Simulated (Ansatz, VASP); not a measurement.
# One calculation of InAs, two programs

```
In As
1.0
     0.00000    2.96295    2.96295
     2.96295    0.00000    2.96295
     2.96295    2.96295    0.00000
In As
1 1
Direct
  0.00000 0.00000 0.00000
  0.25000 0.25000 0.25000
```

Change from the starting cell: hydrostatic strain -3.0%.

Alike in both runs: task single point; functional PBE; k mesh 8 × 8 × 8; occupations fermi-dirac, width 0.02 eV; no spin polarisation.

|  | VASP | Ansatz |
| --- | --- | --- |
| version | VASP 6.6.1 | Ansatz 0.2.0 |
| potentials or method | VASP PAW PBE potentials, release 64 (In_d, As_d) | plane waves, PAW |
| plane-wave cutoff (eV) | 510 | 420 |
| valence electrons in the cell | 28 | 28 |

```csv
,VASP,Ansatz,Ansatz less VASP
pressure (GPa),8.5,8.5,-0.02
```

The functional is the same, so the differences come from potentials, cutoffs and numerics.
